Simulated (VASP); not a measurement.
# Tc (P6_3/mmc) in VASP: further runs

Tc is run at these levels: LDA; tasks: relaxation of cell and atoms.

Everything below comes from runs of VASP 6.6.1. Logs are shortened: lines on timing, memory, paths and dates and some standing lists are left out, and cuts for length are marked.

### 1 The cell of the first run

The structure is hexagonal, space group P6_3/mmc (No. 194). Conventional cell: a = 2.720 Å, b = 2.720 Å, c = 4.442 Å, α = 90.00°, β = 90.00°, γ = 120.00°. Within 3.6 Å of Tc (site symmetry -6m2) lie 12 Tc at 2.72 Å.

### 2 Relaxation of cell and atoms, LDA

INCAR reads:

```
SYSTEM = Tc
PREC = Accurate ; ENCUT = 600
EDIFF = 1E-7 ; ISMEAR = -1
SIGMA = 0.1 ; LREAL = .False.
LASPH = .True. ; NELM = 100
ALGO = Normal ; ISIF = 3
LWAVE = .False. ; LCHARG = .False.
GGA = CA ; IBRION = 2
NSW = 80 ; EDIFFG = -0.02
```

KPOINTS reads:

```
regular mesh
0
Gamma
  9 9 5
  0 0 0
```

POSCAR reads:

```
Tc
1.0
    2.7200000000      0.0000000000      0.0000000000
   -1.3600000000      2.3555890983      0.0000000000
    0.0000000000      0.0000000000      4.4417600000
Tc
2
Direct
    0.3333333333      0.6666666667      0.2500000000
    0.6666666667      0.3333333333      0.7500000000
```

Potentials or basis: VASP PAW LDA potentials, release 64 (Tc_pv).

The run is started by

```console
> cat potpaw_LDA.64/Tc_pv/POTCAR > POTCAR
> mpirun -np 1 vasp_std > vasp.out
```

OUTCAR:

```text
SYSTEM = Tc
   PREC = Accurate
   ENCUT = 600
   EDIFF = 1E-7
   ISMEAR = -1
   LREAL = .False.
   LASPH = .True.
   NELM = 100
   ISIF = 3
   GGA = CA
   IBRION = 2
   NSW = 80
   EDIFFG = -0.02

 ion  position               nearest neighbor table
   1  0.333  0.667  0.250-   2 2.72   2 2.72   2 2.72   2 2.72   2 2.72   2 2.72
   2  0.667  0.333  0.750-   1 2.72   1 2.72   1 2.72   1 2.72   1 2.72   1 2.72

  LATTYP: Found a hexagonal cell.
 ALAT       =     2.7200000000
 C/A-ratio  =     1.6330000000

  Lattice vectors:

 A1 = (   2.7200000000,   0.0000000000,   0.0000000000)
 A2 = (  -1.3600000000,   2.3555890983,   0.0000000000)
 A3 = (   0.0000000000,   0.0000000000,   4.4417600000)

Analysis of symmetry for initial positions (statically):
=====================================================================
 Subroutine PRICEL returns:
 Original cell was already a primitive cell.

 Routine SETGRP: Setting up the symmetry group for a
 hexagonal supercell.

 Subroutine GETGRP returns: Found 24 space group operations
 (whereof 12 operations were pure point group operations)
 out of a pool of 24 trial point group operations.

The static configuration has the point symmetry D_3d.
 The point group associated with its full space group is D_6h.

Analysis of symmetry for dynamics (positions and initial velocities):
=====================================================================
 Subroutine PRICEL returns:
 Original cell was already a primitive cell.

 Routine SETGRP: Setting up the symmetry group for a
 hexagonal supercell.

 Subroutine GETGRP returns: Found 24 space group operations
 (whereof 12 operations were pure point group operations)
 out of a pool of 24 trial point group operations.

The dynamic configuration has the point symmetry D_3d.
 The point group associated with its full space group is D_6h.

 Subroutine INISYM returns: Found 24 space group operations
 (whereof 12 operations are pure point group operations),
 and found     1 'primitive' translations

----------------------------------------------------------------------------------------

                                     Primitive cell

  volume of cell :      28.4593

  direct lattice vectors                    reciprocal lattice vectors
     2.720000000  0.000000000  0.000000000     0.367647059  0.212261128  0.000000000
    -1.360000000  2.355589098  0.000000000     0.000000000  0.424522257  0.000000000
     0.000000000  0.000000000  4.441760000     0.000000000  0.000000000  0.225135982

  length of vectors
     2.720000000  2.720000000  4.441760000     0.424522257  0.424522257  0.225135982

  position of ions in fractional coordinates (direct lattice)
     0.333333333  0.666666667  0.250000000
     0.666666667  0.333333333  0.750000000

  ion indices of the primitive-cell ions
   primitive index   ion index
                 1           1
                 2           2

----------------------------------------------------------------------------------------

 KPOINTS: regular mesh

Automatic generation of k-mesh.
 Grid dimensions read from file:
 generate k-points for:    9    9    5

 Generating k-lattice:

  Cartesian coordinates                     Fractional coordinates (reciprocal lattice)
     0.040849673  0.023584570  0.000000000     0.111111111  0.000000000  0.000000000
     0.000000000  0.047169140  0.000000000     0.000000000  0.111111111  0.000000000
     0.000000000  0.000000000  0.045027196     0.000000000  0.000000000  0.200000000

  Length of vectors
     0.047169140  0.047169140  0.045027196

  Shift w.r.t. Gamma in fractional coordinates (k-lattice)
     0.000000000  0.000000000  0.000000000

 Subroutine IBZKPT returns following result:
 ===========================================

 Found     36 irreducible k-points:

 Following reciprocal coordinates:
            Coordinates               Weight
  0.000000  0.000000  0.000000      1.000000
  0.111111 -0.000000  0.000000      6.000000
  0.222222 -0.000000  0.000000      6.000000
  0.333333  0.000000  0.000000      6.000000
  0.444444 -0.000000  0.000000      6.000000
  0.111111  0.111111  0.000000      6.000000
[... 16 lines left out ...]
  0.333333  0.222222  0.200000     24.000000
  0.333333  0.333333  0.200000      4.000000
 [... further k-points ...]
   k-points           NKPTS =     36   k-points in BZ     NKDIM =     36   number of bands    NBANDS=     17
   number of dos      NEDOS =    301   number of ions     NIONS =      2
   total plane-waves  NPLWV =  20736
   dimension x,y,z NGX =    24 NGY =   24 NGZ =   36
   dimension x,y,z NGXF=    48 NGYF=   48 NGZF=   72
   ions per type =               2
   NGX,Y,Z   is equivalent  to a cutoff of  14.67, 14.67, 13.47 a.u.
   NGXF,Y,Z  is equivalent  to a cutoff of  29.34, 29.34, 26.95 a.u.
 SYSTEM =  Tc
   PREC   = accura    normal or accurate (medium, high low for compatibility)
   ISTART =      0    job   : 0-new  1-cont  2-samecut
   ICHARG =      2    charge: 1-file 2-atom 10-const
   ISPIN  =      1    spin polarized calculation?
   LNONCOLLINEAR =      F non collinear calculations
   LSORBIT =      F    spin-orbit coupling
   LASPH  =      T    aspherical Exc in radial PAW
   ENCUT  =  600.0 eV  44.10 Ry    6.64 a.u.   5.43  5.43  8.87*2*pi/ulx,y,z
   NELM   =    100;   NELMIN=  2; NELMDL= -5     # of ELM steps
   EDIFF  = 0.1E-06   stopping-criterion for ELM
   LREAL  =      F    real-space projection
   EDIFFG = -.2E-01   stopping-criterion for IOM
   NSW    =     80    number of steps for IOM
   IBRION =      2    ionic relax: 0-MD 1-quasi-New 2-CG
   NFREE  =      1    steps in history (QN), initial steepest desc. (CG)
   ISIF   =      3    stress and relaxation
   ISYM   =      2    0-nonsym 1-usesym 2-fastsym
   POTIM  = 0.5000    time-step for ionic-motion
   TEBEG  =    0.0;   TEEND  =   0.0 temperature during run
   PSTRESS=    0.0 pullay stress
   NELECT =      26.0000    total number of electrons
   NUPDOWN=      -1.0000    fix difference up-down
   EMIN   =  10.00;   EMAX   =-10.00  energy-range for DOS
   EFERMI =   0.00;   METHOD = LEGACY
   ISMEAR =    -1;   SIGMA  =   0.10  broadening in eV -4-tet -1-fermi 0-gaus
   EFERMI_NEDOS =   21; number of points for ismear=-14 and -15
   IALGO  =     38    algorithm
   IMIX   =      4    mixing-type and parameters
     AMIX     =   0.40;   BMIX     =  1.00
     AMIX_MAG =   1.60;   BMIX_MAG =  1.00
  volume/ion in A,a.u.               =      14.23        96.03
  Fermi-wavevector in a.u.,A,eV,Ry     =   1.588515  3.001859 34.332686  2.523381
  Thomas-Fermi vector in A             =   2.687507
   LORBIT       =      0    0 simple, 1 ext, 2 COOP (PROOUT), +10 PAW based schemes
   GGA     = CA    functional components
   LHFCALC =     F    Hartree Fock is set to
   AEXX    =    0.0000 exact exchange contribution
   IVDW    =     0    specifies the selected vdW correction
   LEPSILON=     F    determine dielectric tensor
   LRPA    =     F    only Hartree local field effects (RPA)
 conjugate gradient relaxation of ions
 non-spin polarized calculation
  energy-cutoff  :      600.00
  volume of cell :       28.46
 maximum number of plane-waves:       989
 NGX is ok and might be reduce to    24
   NGX = 11   NGY = 11   NGZ = 17

--------------------------------------- Ionic step        1  -------------------------------------------

 number of electron      26.0000000 magnetization

 Free energy of the ion-electron system (eV)
  ---------------------------------------------------
  ext. energy  EPLUGINS =         0.00000000
  ---------------------------------------------------
  free energy    TOTEN  =       -23.44943131 eV

  energy without entropy =      -23.38676591  energy(sigma->0) =      -23.41809861

------------------------ aborting loop because EDIFF is reached ----------------------------------------

  FORCE on cell =-STRESS in cart. coord.  units (eV):
  Direction    XX          YY          ZZ          XY          YZ          ZX
  --------------------------------------------------------------------------------------
  -------------------------------------------------------------------------------------
  Total       -1.2146139     -1.2146139     -2.7939542     -0.0000000      0.0000000     -0.0000000
  in kB      -68.3794045    -68.3794045   -157.2918935     -0.0000000      0.0000000     -0.0000000
  external PRESSURE =     -98.0169008 kB  Pullay stress =       0.0000000 kB
[... 165 lines left out ...]
  energy  without entropy=      -23.4218268896  energy(sigma->0) =      -23.45451300

--------------------------------------- Ionic step        6  -------------------------------------------

 number of electron      26.0000003 magnetization

 Free energy of the ion-electron system (eV)
  ---------------------------------------------------
  ext. energy  EPLUGINS =         0.00000000
  ---------------------------------------------------
  free energy    TOTEN  =       -23.48878923 eV

  energy without entropy =      -23.42540690  energy(sigma->0) =      -23.45709807

 E-fermi :  13.2137     XC(G=0): -14.2391

 val. band max:       13.1534678526   @ k =   0.3333   0.0000   0.2000
 cond. band min:      13.2632303793   @ k =   0.2222  -0.0000   0.0000
 fundamental gap:      0.1097625267
 Fermi energy:        13.2136898830

 k-point     1 :       0.0000    0.0000    0.0000
  band No.  band energies     occupation
      1     -26.2479      2.00000
      2     -24.9716      2.00000
      3     -24.9716      2.00000
      4     -24.7557      2.00000
      5     -24.7557      2.00000
      6     -24.7143      2.00000
[... 9 lines left out ...]
     16      15.0093      0.00000
     17      15.8099      0.00000
[... 443 lines left out ...]
      1     -25.7885      2.00000
      2     -25.7623      2.00000
      3     -25.7623      2.00000
      4     -25.3965      2.00000
      5     -25.1601      2.00000
      6     -25.1601      2.00000
[... 9 lines left out ...]
     16      15.7281      0.00000
     17      21.7340      0.00000

 [... further k-points ...]
[... 5 lines left out ...]
  --------------------------------------------------------------------------------------
  -------------------------------------------------------------------------------------
  Total        0.0005854      0.0005854     -0.0022247      0.0000000      0.0000000     -0.0000000
  in kB        0.0339919      0.0339919     -0.1291710      0.0000000      0.0000000     -0.0000000
  external PRESSURE =      -0.0203957 kB  Pullay stress =       0.0000000 kB
[... 17 lines left out ...]
  FREE ENERGIE OF THE ION-ELECTRON SYSTEM (eV)
  ---------------------------------------------------
  free  energy   TOTEN  =       -23.4887892283 eV

  energy  without entropy=      -23.4254069047  energy(sigma->0) =      -23.45709807

 reached required accuracy - stopping structural energy minimisation
```

Wall time 65 s (1 thread of Intel Xeon Platinum 8259CL at 2.50GHz (Skylake/Cascade Lake), shared host); peak memory 0.15 GiB.

Results:

* Free energy: -23.4888 eV
* Relaxed volume: 13.80 Å³/atom
* Relaxed cell: a = 2.712 Å, b = 2.712 Å, c = 4.331 Å, α = 90.00°, β = 90.00°, γ = 120.00°
* Space group after relaxing (to 0.05 Å): P6_3/mmc (No. 194)
* Energy gained by relaxing: 19.7 meV/atom
* Ionic steps: 6
* Pressure after relaxing: 0.0 GPa
* Band gap on the k mesh: zero (band 13 reaches 14.18 eV, above the bottom of band 14 at 11.82 eV)

The path:
```
step  energy change (eV)  largest force (eV/Å)  pressure (GPa)  volume (Å³)
   1              0.0000                0.0000           -9.80        28.46
   2              0.2777                0.0000           41.69        25.01
   3             -0.0354                0.0000            0.46        27.56
   4             -0.0355                0.0000            0.97        27.51
   5             -0.0378                0.0000           -0.57        27.64
   6             -0.0394                0.0000            0.00        27.59
```

Final structure:
```
Tc
1.0
     2.71232    0.00000    0.00000
    -1.35616    2.34894    0.00000
     0.00000    0.00000    4.33116
Tc
2
Direct
  0.33333 0.66667 0.25000
  0.66667 0.33333 0.75000
```

Levels at points of the mesh, in eV from the Fermi level:
| k point | band 11 | band 12 | band 13 | band 14 | band 15 | band 16 |
| --- | --- | --- | --- | --- | --- | --- |
| (0.00, 0.00, 0.00) | -1.61 | -0.95 | -0.95 | -0.26 | -0.26 | 1.80 |

[end of part 1 of 2]
